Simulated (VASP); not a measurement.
# Bi (Pm-3m) in VASP: single point with r2SCAN

Aim: the single point of Bi with r2SCAN.

Program: VASP 6.6.1. These are calculated values, not measurements. Logs are shortened: lines on timing, memory, paths and dates and some standing lists are left out, and cuts for length are marked.

## 1. The cell of the first run

Symmetry: Pm-3m, No. 221, cubic system. The conventional cell has a = 3.255 Å, b = 3.255 Å, c = 3.255 Å, α = 90.00°, β = 90.00°, γ = 90.00°. Within 4.3 Å of Bi (site symmetry m-3m) lie 6 Bi at 3.25 Å.

This isn't the form of Bi at room conditions, which is rhombohedral.

## 2. Single point, r2SCAN

POSCAR reads:

```
Bi
1.0
    3.2546013289      0.0000000000      0.0000000000
    0.0000000000      3.2546013289      0.0000000000
    0.0000000000      0.0000000000      3.2546013289
Bi
1
Direct
    0.0000000000      0.0000000000      0.0000000000
```

INCAR.step1 reads:

```
PREC = Accurate
ENCUT = 520
ISMEAR = 0
SIGMA = 0.1
LREAL = F
LASPH = T
NELM = 80
NBANDS = 14
GGA = PE
ALGO = Normal
EDIFF = 1E-4
LWAVE = T
LCHARG = F
```

INCAR.step2 reads:

```
PREC = Accurate
ENCUT = 520
EDIFF = 1E-6
ISMEAR = 0
SIGMA = 0.1
LREAL = F
LASPH = T
NELM = 80
ALGO = Normal
ISIF = 2
LWAVE = F
LCHARG = T
METAGGA = R2SCAN
LMIXTAU = T
LELF = T
LVHAR = T
NBANDS = 14
ISTART = 1
```

KPOINTS reads:

```
regular mesh
0
Gamma
  14 14 14
```

Potentials or basis: VASP PAW PBE potentials, release 64 (Bi_d).

Run with:

```
$ cat potpaw_PBE.64/Bi_d/POTCAR > POTCAR
$ cp INCAR.step1 INCAR
$ mpirun -np 1 vasp_std > vasp.out
$ cp INCAR.step2 INCAR
$ mpirun -np 1 vasp_std > vasp.out
```

OUTCAR:

```text
PREC = Accurate
   ENCUT = 520
   EDIFF = 1E-6
   ISMEAR = 0
   LREAL = F
   LASPH = T
   NELM = 80
   ISIF = 2
   METAGGA = R2SCAN
   ISTART = 1

 ion  position               nearest neighbor table
   1  0.000  0.000  0.000-

  LATTYP: Found a simple cubic cell.
 ALAT       =     3.2546013289

  Lattice vectors:

 A1 = (   3.2546013289,   0.0000000000,   0.0000000000)
 A2 = (   0.0000000000,   3.2546013289,   0.0000000000)
 A3 = (   0.0000000000,   0.0000000000,   3.2546013289)

Analysis of symmetry for initial positions (statically):
=====================================================================
 Subroutine PRICEL returns:
 Original cell was already a primitive cell.

 Routine SETGRP: Setting up the symmetry group for a
 simple cubic supercell.

 Subroutine GETGRP returns: Found 48 space group operations
 (whereof 48 operations were pure point group operations)
 out of a pool of 48 trial point group operations.

The static configuration has the point symmetry O_h .

Analysis of symmetry for dynamics (positions and initial velocities):
=====================================================================
 Subroutine PRICEL returns:
 Original cell was already a primitive cell.

 Routine SETGRP: Setting up the symmetry group for a
 simple cubic supercell.

 Subroutine GETGRP returns: Found 48 space group operations
 (whereof 48 operations were pure point group operations)
 out of a pool of 48 trial point group operations.

The dynamic configuration has the point symmetry O_h .

 Subroutine INISYM returns: Found 48 space group operations
 (whereof 48 operations are pure point group operations),
 and found     1 'primitive' translations

----------------------------------------------------------------------------------------

                                     Primitive cell

  volume of cell :      34.4741

  direct lattice vectors                    reciprocal lattice vectors
     3.254601329  0.000000000  0.000000000     0.307257295  0.000000000  0.000000000
     0.000000000  3.254601329  0.000000000     0.000000000  0.307257295  0.000000000
     0.000000000  0.000000000  3.254601329     0.000000000  0.000000000  0.307257295

  length of vectors
     3.254601329  3.254601329  3.254601329     0.307257295  0.307257295  0.307257295

  position of ions in fractional coordinates (direct lattice)
     0.000000000  0.000000000  0.000000000

  ion indices of the primitive-cell ions
   primitive index   ion index
                 1           1

----------------------------------------------------------------------------------------

 KPOINTS: regular mesh

Automatic generation of k-mesh.
 Grid dimensions read from file:
 generate k-points for:   14   14   14

 Generating k-lattice:

  Cartesian coordinates                     Fractional coordinates (reciprocal lattice)
     0.021946950  0.000000000  0.000000000     0.071428571  0.000000000  0.000000000
     0.000000000  0.021946950  0.000000000     0.000000000  0.071428571  0.000000000
     0.000000000  0.000000000  0.021946950     0.000000000  0.000000000  0.071428571

  Length of vectors
     0.021946950  0.021946950  0.021946950

  Shift w.r.t. Gamma in fractional coordinates (k-lattice)
     0.000000000  0.000000000  0.000000000

 Subroutine IBZKPT returns following result:
 ===========================================

 Found    120 irreducible k-points:

 Following reciprocal coordinates:
            Coordinates               Weight
  0.000000  0.000000  0.000000      1.000000
  0.071429  0.000000  0.000000      6.000000
  0.142857  0.000000  0.000000      6.000000
  0.214286  0.000000  0.000000      6.000000
  0.285714  0.000000  0.000000      6.000000
  0.357143  0.000000  0.000000      6.000000
[... 16 lines left out ...]
  0.285714  0.214286  0.000000     24.000000
  0.357143  0.214286  0.000000     24.000000
 [... further k-points ...]
   k-points           NKPTS =    120   k-points in BZ     NKDIM =    120   number of bands    NBANDS=     14
   number of dos      NEDOS =    301   number of ions     NIONS =      1
   total plane-waves  NPLWV =  13824
   dimension x,y,z NGX =    24 NGY =   24 NGZ =   24
   dimension x,y,z NGXF=    48 NGYF=   48 NGZF=   48
   ions per type =               1
   NGX,Y,Z   is equivalent  to a cutoff of  12.26, 12.26, 12.26 a.u.
   NGXF,Y,Z  is equivalent  to a cutoff of  24.52, 24.52, 24.52 a.u.
 SYSTEM =  unknown system
   PREC   = accura    normal or accurate (medium, high low for compatibility)
   ISTART =      1    job   : 0-new  1-cont  2-samecut
   ICHARG =      0    charge: 1-file 2-atom 10-const
   ISPIN  =      1    spin polarized calculation?
   LNONCOLLINEAR =      F non collinear calculations
   LSORBIT =      F    spin-orbit coupling
   LASPH  =      T    aspherical Exc in radial PAW
   ENCUT  =  520.0 eV  38.22 Ry    6.18 a.u.   6.05  6.05  6.05*2*pi/ulx,y,z
   NELM   =     80;   NELMIN=  2; NELMDL=  0     # of ELM steps
   EDIFF  = 0.1E-05   stopping-criterion for ELM
   LREAL  =      F    real-space projection
[... 7 lines left out ...]
   TEBEG  =    0.0;   TEEND  =   0.0 temperature during run
   PSTRESS=    0.0 pullay stress
   NELECT =      15.0000    total number of electrons
   NUPDOWN=      -1.0000    fix difference up-down
   EMIN   =  10.00;   EMAX   =-10.00  energy-range for DOS
   EFERMI =   0.00;   METHOD = LEGACY
   ISMEAR =     0;   SIGMA  =   0.10  broadening in eV -4-tet -1-fermi 0-gaus
   EFERMI_NEDOS =   21; number of points for ismear=-14 and -15
   IALGO  =     38    algorithm
   IMIX   =      4    mixing-type and parameters
     AMIX     =   0.40;   BMIX     =  1.00
     AMIX_MAG =   1.60;   BMIX_MAG =  1.00
  volume/ion in A,a.u.               =      34.47       232.64
  Fermi-wavevector in a.u.,A,eV,Ry     =   1.240531  2.344263 20.938223  1.538916
  Thomas-Fermi vector in A             =   2.374967
   LORBIT       =      0    0 simple, 1 ext, 2 COOP (PROOUT), +10 PAW based schemes
   METAGGA = R2SCAN    functional components
   LHFCALC =     F    Hartree Fock is set to
   AEXX    =    0.0000 exact exchange contribution
   IVDW    =     0    specifies the selected vdW correction
   LEPSILON=     F    determine dielectric tensor
   LRPA    =     F    only Hartree local field effects (RPA)
 non-spin polarized calculation
 Gauss-broadening in eV      SIGMA  =   0.10
  energy-cutoff  :      520.00
  volume of cell :       34.47
 maximum number of plane-waves:       952
   NGX = 13   NGY = 13   NGZ = 13

 number of electron      14.9999996 magnetization

 Free energy of the ion-electron system (eV)
  ---------------------------------------------------
  ext. energy  EPLUGINS =         0.00000000
  ---------------------------------------------------
  free energy    TOTEN  =       -58.44044812 eV

  energy without entropy =      -58.43796949  energy(sigma->0) =      -58.43920881

 E-fermi :   6.3709     XC(G=0): -10.3677

 val. band max:        6.3554314269   @ k =   0.2143   0.2143   0.1429
 cond. band min:       6.3852062437   @ k =   0.3571   0.2857   0.2857
 fundamental gap:      0.0297748168
 Fermi energy:         6.3709349236

 k-point     1 :       0.0000    0.0000    0.0000
  band No.  band energies     occupation
      1     -17.2095      2.00000
      2     -17.2095      2.00000
      3     -16.8564      2.00000
      4     -16.8564      2.00000
      5     -16.8564      2.00000
      6      -7.2307      2.00000
      7       9.7490      0.00000
      8       9.7490      0.00000
      9       9.7490      0.00000
     10      13.4747      0.00000
     11      14.6887      0.00000
     12      14.6887      0.00000
     13      24.3632      0.00000
     14      24.3632      0.00000

 k-point     2 :       0.0714    0.0000    0.0000
  band No.  band energies     occupation
      1     -17.2088      2.00000
      2     -17.1951      2.00000
      3     -16.8610      2.00000
      4     -16.8610      2.00000
      5     -16.8561      2.00000
      6      -7.1638      2.00000
      7       8.8451      0.00000
      8       9.8237      0.00000
      9       9.8237      0.00000
     10      13.7848      0.00000
     11      14.7421      0.00000
     12      15.4654      0.00000
     13      23.8454      0.00000
     14      24.1928      0.00000

 k-point     3 :       0.1429    0.0000    0.0000
  band No.  band energies     occupation
      1     -17.2067      2.00000
      2     -17.1545      2.00000
      3     -16.8737      2.00000
      4     -16.8737      2.00000
      5     -16.8550      2.00000
      6      -6.9658      2.00000
      7       7.1637      0.00000
      8      10.0413      0.00000
      9      10.0413      0.00000
     10      14.0824      0.00000
     11      14.9027      0.00000
     12      17.3990      0.00000
     13      22.7411      0.00000
     14      23.4746      0.00000

 k-point     4 :       0.2143    0.0000    0.0000
  band No.  band energies     occupation
      1     -17.2038      2.00000
      2     -17.0958      2.00000
      3     -16.8920      2.00000
      4     -16.8920      2.00000
      5     -16.8535      2.00000
      6      -6.6468      2.00000
      7       5.4319      2.00000
      8      10.3804      0.00000
      9      10.3804      0.00000
     10      14.4114      0.00000
     11      15.1718      0.00000
     12      19.7147      0.00000
     13      21.5154      0.00000
     14      22.2144      0.00000

 k-point     5 :       0.2857    0.0000    0.0000
  band No.  band energies     occupation
      1     -17.2005      2.00000
      2     -17.0307      2.00000
      3     -16.9122      2.00000
      4     -16.9122      2.00000
      5     -16.8519      2.00000
      6      -6.2319      2.00000
      7       3.8481      2.00000
      8      10.8007      0.00000
      9      10.8007      0.00000
     10      14.8465      0.00000
     11      15.5513      0.00000
[... 276 lines left out ...]
 k-point    22 :       0.2143    0.2143    0.0000
  band No.  band energies     occupation
      1     -17.1463      2.00000
      2     -17.0310      2.00000
      3     -16.9314      2.00000
      4     -16.8894      2.00000
      5     -16.8880      2.00000
      6      -6.0658      2.00000
      7       6.0033      2.00000
      8       6.0800      1.99996
      9      11.0226      0.00000
     10      15.2501      0.00000
     11      16.6126      0.00000
     12      20.2428      0.00000
     13      20.7644      0.00000
     14      21.7745      0.00000

 k-point    23 :       0.2857    0.2143    0.0000
  band No.  band energies     occupation
      1     -17.1334      2.00000
      2     -16.9738      2.00000
      3     -16.9539      2.00000
      4     -16.9088      2.00000
      5     -16.8869      2.00000
      6      -5.6526      2.00000
      7       4.4487      2.00000
      8       6.4625      0.19514
      9      11.4508      0.00000
     10      15.0774      0.00000
     11      15.8799      0.00000
     12      20.6768      0.00000
     13      21.0856      0.00000
     14      21.6369      0.00000

 k-point    24 :       0.3571    0.2143    0.0000
  band No.  band energies     occupation
      1     -17.1263      2.00000
      2     -16.9741      2.00000
      3     -16.9267      2.00000
      4     -16.9177      2.00000
      5     -16.8853      2.00000
      6      -5.1988      2.00000
      7       3.1218      2.00000
      8       6.9164      0.00000
      9      11.8931      0.00000
     10      14.0482      0.00000
     11      16.3053      0.00000
     12      19.6631      0.00000
     13      20.6285      0.00000
     14      21.5760      0.00000

 [... further k-points ...]

------------------------ aborting loop because EDIFF is reached ----------------------------------------

  FORCE on cell =-STRESS in cart. coord.  units (eV):
  Direction    XX          YY          ZZ          XY          YZ          ZX
  --------------------------------------------------------------------------------------
  -------------------------------------------------------------------------------------
  Total       -0.0308509     -0.0308509     -0.0308509     -0.0000000     -0.0000000      0.0000000
  in kB       -1.4337897     -1.4337897     -1.4337897     -0.0000000     -0.0000000      0.0000000
  external PRESSURE =      -1.4337897 kB  Pullay stress =       0.0000000 kB

 VOLUME and BASIS-vectors are now :
 -----------------------------------------------------------------------------
  energy-cutoff  :      520.00
  volume of cell :       34.47
      direct lattice vectors                 reciprocal lattice vectors
     3.254601329  0.000000000  0.000000000     0.307257295  0.000000000  0.000000000
     0.000000000  3.254601329  0.000000000     0.000000000  0.307257295  0.000000000
     0.000000000  0.000000000  3.254601329     0.000000000  0.000000000  0.307257295

 POSITION                                       TOTAL-FORCE (eV/Angst)
 -----------------------------------------------------------------------------------
      0.00000      0.00000      0.00000         0.000000      0.000000      0.000000
 -----------------------------------------------------------------------------------
    total drift:                               -0.000000     -0.000000      0.000000

  FREE ENERGIE OF THE ION-ELECTRON SYSTEM (eV)
  ---------------------------------------------------
  free  energy   TOTEN  =       -58.4404481234 eV

  energy  without entropy=      -58.4379694913  energy(sigma->0) =      -58.43920881
```

It took 57 s on 1 thread of Intel Xeon Platinum 8488C (Sapphire Rapids), shared host; peak memory 0.18 GiB.

Results:

```yaml
Free_energy: -58.4404 eV
Pressure: -0.1 GPa
Band_gap_on_the_k_mesh: zero (an odd number of electrons rules out a gap without spin polarisation)
```

Caveat: the PAW data sets were made with another functional, which shifts forces and pressure a little; spin-orbit coupling is left out, which moves the levels of the heavy elements.

The gap in the log of VASP goes by the Fermi energy; the results here count the filled bands.